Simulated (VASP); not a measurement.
# LiAlF4: relaxation of cell and atoms with PBE

The system is LiAlF4.

```
Li Al F
1.0
     3.60038    0.00000    0.00000
     0.00000    3.60038    0.00000
     0.00000    0.00000    6.13664
Li Al F
1 1 4
Cartesian
  1.8002 1.8002 3.0683
  0.0000 0.0000 0.0000
  1.8002 0.0000 0.0000
  0.0000 1.8002 0.0000
  0.0000 0.0000 1.8049
  0.0000 0.0000 4.3317
```

```yaml
Program: VASP 6.6.1
Task: relaxation of cell and atoms
Functional: PBE
Potentials_or_basis: VASP PAW PBE potentials, release 64 (Li_sv, Al, F)
Cutoff: 600 eV
k_mesh: 6 × 6 × 4
Occupations: gaussian, width 0.01 eV
Spin: no spin polarisation
Dipole_correction: no
Further_INCAR_settings: ALGO = Normal; EDIFF = 1e-06; IBRION = 2; EDIFFG = -0.001; NSW = 80; ISIF = 3
```

```yaml
Relaxed_volume: 13.18 Å³/atom
Relaxed_cell: a = 3.592 Å, b = 3.592 Å, c = 6.127 Å, α = 90.00°, β = 90.00°, γ = 90.00°
Space_group_after_relaxing_to_0.1_Å: P4/mmm (No. 123)
Energy_gained_by_relaxing: 0.1 meV/atom
Ionic_steps: 15
Pressure_after_relaxing: 0.0 GPa
Band_gap_on_the_k_mesh: 5.74 eV (least direct gap 6.12 eV)
```

The path:
```tsv
step	energy change (eV)	largest force (eV/Å)	pressure (GPa)	volume (Å³)
1	0.0000	0.0385	-0.30	79.55
2	-0.0005	0.0280	-0.09	79.26
3	-0.0006	0.0218	0.03	79.10
4	-0.0006	0.0219	0.02	79.11
5	-0.0007	0.0001	-0.03	79.11
6	-0.0007	0.0040	-0.04	79.11
7	-0.0007	0.0018	-0.01	79.07
8	-0.0007	0.0014	0.00	79.06
9	-0.0007	0.0008	0.00	79.05
10	-0.0007	0.0016	0.00	79.05
11	-0.0007	0.0016	0.01	79.06
12	-0.0007	0.0024	-0.01	79.07
13	-0.0007	0.0022	-0.01	79.07
14	-0.0007	0.0010	-0.01	79.07
15	-0.0007	0.0006	0.00	79.07
```

Final structure:
```xyz
6
Lattice="3.5923 0.0000 0.0000 0.0000 3.5923 0.0000 0.0000 0.0000 6.1269" Properties=species:S:1:pos:R:3 pbc="T T T"
Li    1.7962    1.7962    3.0635
Al    0.0000    0.0000    0.0000
F     1.7962    0.0000    0.0000
F     0.0000    1.7962    0.0000
F     0.0000    0.0000    1.8068
F     0.0000    0.0000    4.3201
```

Levels at points of the mesh, in eV from the valence-band top:
```csv
k point,band 14,band 15,band 16,band 17,band 18,band 19,band 20,band 21
"(0.00, 0.00, 0.00)",-0.54,-0.51,-0.51,-0.39,5.74,8.99,10.56,13.39
"(0.50, 0.00, 0.00)",-0.56,-0.50,-0.45,-0.05,8.20,8.76,10.46,12.76
"(0.50, 0.50, 0.00)",-1.16,-0.47,0.00,0.00,9.72,9.72,9.95,10.12
"(0.00, 0.00, 0.50)",-0.80,-0.80,-0.25,-0.25,6.61,7.45,11.40,13.37
"(0.50, 0.00, 0.50)",-0.75,-0.73,-0.35,-0.22,8.53,8.88,9.98,11.85
"(0.50, 0.50, 0.50)",-0.70,-0.47,-0.31,-0.31,9.63,9.76,9.76,10.50
```

It took 3.4 min on 1 thread of Intel(R) Xeon(R) Platinum 8488C (Sapphire Rapids), with other jobs on the host, peak memory 0.23 GiB.

Caveat: the cutoff is under 1.25 times the usual one of these potentials, so pressure, stress and relaxed cells hold a basis-set (Pulay) error. A k mesh can miss the band edges.
